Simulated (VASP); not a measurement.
TeMo3: single point with PBE

The system is TeMo3.

```
Te Mo
1.0
     4.08482    0.00000    0.00000
     0.00000    4.08482    0.00000
     0.00000    0.00000    4.08482
Te Mo
1 3
Direct
  0.00000 0.00000 0.00000
  0.00000 0.50000 0.50000
  0.50000 0.00000 0.50000
  0.50000 0.50000 0.00000
```

```json
{
 "Program": "VASP 6.6.1",
 "Task": "single point",
 "Functional": "PBE",
 "Potentials or basis": "VASP PAW PBE potentials, release 64 (Te, Mo_sv)",
 "Cutoff": "500 eV",
 "k mesh": "12 × 12 × 12",
 "Occupations": "gaussian, width 0.1 eV",
 "Spin": "no spin polarisation",
 "Dipole correction": "no",
 "Further INCAR settings": "ALGO = Normal; EDIFF = 1e-06; NBANDS = 32"
}
```

The pressure is 0.2 GPa. The band gap on the k mesh is zero (band 24 reaches 13.60 eV, above the bottom of band 25 at 12.66 eV).

Levels at points of the mesh, in eV from the Fermi level:
```
           k point  band 22  band 23  band 24  band 25  band 26  band 27
(0.00, 0.00, 0.00)    -3.76    -0.28    -0.28    -0.28     0.97     1.82
(0.50, 0.00, 0.00)    -1.44    -1.44    -0.16    -0.13    -0.13     0.26
(0.50, 0.50, 0.00)    -1.39    -0.67    -0.33    -0.27    -0.27    -0.05
(0.50, 0.50, 0.50)    -1.64    -0.29    -0.29    -0.29     0.34     0.39
```

It took 3 min on 1 thread of AMD EPYC 7R13, with other jobs on the host, peak memory 0.24 GiB.

Caveat: spin-orbit coupling is left out, which moves the levels of the heavy elements.
